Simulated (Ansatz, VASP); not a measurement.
**W in VASP and in Ansatz**

The input INCAR:

```
SYSTEM = W
PREC = Accurate ; ENCUT = 520
EDIFF = 1E-6 ; ISMEAR = 0
SIGMA = 0.1 ; LREAL = .FALSE.
LASPH = .TRUE. ; NELM = 80
ALGO = Normal ; ISIF = 2
LWAVE = .FALSE. ; LCHARG = .FALSE.
GGA = PE ; NBANDS = 13
```

The input KPOINTS:

```
regular mesh
0
G
  18 18 18
  0 0 0
```

Contents of POSCAR:

```
W
1.0
   -1.6431604606      1.6431604606      1.6431604606
    1.6431604606     -1.6431604606      1.6431604606
    1.6431604606      1.6431604606     -1.6431604606
W
1
Direct
    0.0000000000      0.0000000000      0.0000000000
```

Input for Ansatz:

```yaml
crystal:
  lattice:
    - [-1.6431604606, 1.6431604606, 1.6431604606]
    - [1.6431604606, -1.6431604606, 1.6431604606]
    - [1.6431604606, 1.6431604606, -1.6431604606]
  atoms:
    - { symbol: W, position: [0.0, 0.0, 0.0] }
basis:
  ecutwfc: 420
kpoints:
  mp_grid: { grid: [18, 18, 18] }
hamiltonian:
  xc: pbe
scf:
  occupations: { method: gaussian, width: 0.1 }
output:
  forces: true
  stress: true
  eigenvalues: true
```

Alike in both runs: task single point; functional PBE; k mesh 18 × 18 × 18; occupations gaussian, width 0.1 eV; no spin polarisation.

```csv
,VASP,Ansatz
version,VASP 6.6.1,Ansatz 0.2.0
potentials or method,"VASP PAW PBE potentials, release 64 (W_sv), cutoff 520 eV","scalar-relativistic, plane waves, PAW"
valence electrons in the cell,14,14
```

```csv
,VASP,Ansatz,Ansatz less VASP
gap on the k mesh at the Fermi level (eV),none,none,-
pressure (GPa),-23.3,-23.6,-0.23
```

A gap of «none» marks a metal or a gap that the smearing closes. With one functional, cell and mesh, what is left measures potentials, basis and numerics.

Neither program's run includes spin-orbit coupling.
